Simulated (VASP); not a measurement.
The system is Cu4O.

```
Cu O
1.0
     3.87495    0.00000    0.00000
     0.00000    3.87495    0.00000
     0.00000    0.00000    3.87495
Cu O
4 1
Direct
  0.50000 0.50000 0.50000
  0.50000 0.00000 0.00000
  0.00000 0.50000 0.00000
  0.00000 0.00000 0.50000
  0.00000 0.00000 0.00000
```

| Quantity | Value |
| --- | --- |
| Program | VASP 6.6.1 |
| Task | relaxation of cell and atoms |
| Functional | PBE |
| Potentials or basis | VASP PAW PBE potentials, release 64 (Cu, O) |
| Cutoff | 600 eV |
| k mesh | 4 × 4 × 4 |
| Occupations | gaussian, width 0.1 eV |
| Spin | collinear spin, ferromagnetic start |
| Starting moments | [1.0, 1.0, 1.0, 1.0, 0.0] μB |

At the start: pressure 10.1 GPa; volume 11.64 Å³/atom.

Question: Where does the relaxation end?

Answer: Over 3 steps the energy falls by 26.5 meV/atom and the volume is 12.54 Å³/atom (+7.7 %); space group Pm-3m (No. 221, to 0.05 Å); moment 0.00 μB per cell.

The path:
| step | energy change (eV) | largest force (eV/Å) | pressure (GPa) | volume (Å³) |
| --- | --- | --- | --- | --- |
| 1 | 0.0000 | 0.0000 | 10.06 | 58.18 |
| 2 | -0.1143 | 0.0000 | -3.15 | 64.55 |
| 3 | -0.1327 | 0.0000 | 0.02 | 62.69 |

Final structure:
```
CELL_PARAMETERS angstrom
3.97255 0.00000 0.00000
0.00000 3.97255 0.00000
0.00000 0.00000 3.97255
ATOMIC_POSITIONS crystal
Cu 0.50000 0.50000 0.50000
Cu 0.50000 0.00000 0.00000
Cu 0.00000 0.50000 0.00000
Cu 0.00000 0.00000 0.50000
O 0.00000 0.00000 0.00000
```

Caveat: the k points lie up to 0.40 Å⁻¹ apart in the final cell.
